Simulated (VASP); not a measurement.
Set up this calculation in VASP 6.6.1, as the native input.

```yaml
Task: single point
Functional: r2SCAN
Potentials_or_basis: VASP PAW PBE potentials, release 64 (Sr_sv, O)
Cutoff: 520 eV
k_mesh: 8 × 8 × 8
Occupations: gaussian, width 0.02 eV
Spin: no spin polarisation
Dipole_correction: no
Further_INCAR_settings: ALGO = Normal; EDIFF = 1e-06; NBANDS = 15
```

SrO:

```
Sr O
1.0
     0.00000    2.56630    2.56630
     2.56630    0.00000    2.56630
     2.56630    2.56630    0.00000
Sr O
1 1
Direct
  0.50000 0.50000 0.50000
  0.00000 0.00000 0.00000
```

The input as run:

POSCAR

```
SrO
1.0
    0.0000000000      2.5663000000      2.5663000000
    2.5663000000      0.0000000000      2.5663000000
    2.5663000000      2.5663000000      0.0000000000
Sr O
1 1
Direct
    0.5000000000      0.5000000000      0.5000000000
    0.0000000000      0.0000000000      0.0000000000
```

INCAR.step1

```
  PREC = Accurate
  ENCUT = 520
  ISMEAR = 0
  SIGMA = 0.02
  LREAL = F
  LASPH = T
  NELM = 100
  NBANDS = 15
  GGA = PE
  ALGO = Normal
  EDIFF = 1E-4
  LWAVE = T
  LCHARG = F
```

INCAR.step2

```
  PREC = Accurate
  ENCUT = 520
  EDIFF = 1E-6
  ISMEAR = 0
  SIGMA = 0.02
  LREAL = F
  LASPH = T
  NELM = 100
  ALGO = Normal
  ISIF = 2
  LWAVE = F
  LCHARG = T
  METAGGA = R2SCAN
  LMIXTAU = T
  LELF = T
  LVHAR = T
  NBANDS = 15
  ISTART = 1
```

KPOINTS

```
regular mesh
0
Gamma
  8 8 8
```

Potentials or basis: VASP PAW PBE potentials, release 64 (Sr_sv, O).

The run is started by

```sh
$ cat potpaw_PBE.64/Sr_sv/POTCAR potpaw_PBE.64/O/POTCAR > POTCAR
$ cp INCAR.step1 INCAR
$ mpirun -np 1 vasp_std > vasp.out
$ cp INCAR.step2 INCAR
$ mpirun -np 1 vasp_std > vasp.out
```

Results of the run:

| Item | Value |
| --- | --- |
| Pressure | 2.1 GPa |
| Band gap on the k mesh | 3.74 eV, indirect (least direct gap 3.82 eV) |

Caveat: the PAW data sets were made with another functional, which shifts forces and pressure a little.

Run time: 2.4 min on 1 thread of Intel(R) Xeon(R) Platinum 8259CL CPU @ 2.50GHz (Skylake/Cascade Lake), with other jobs on the host, peak memory 0.17 GiB.
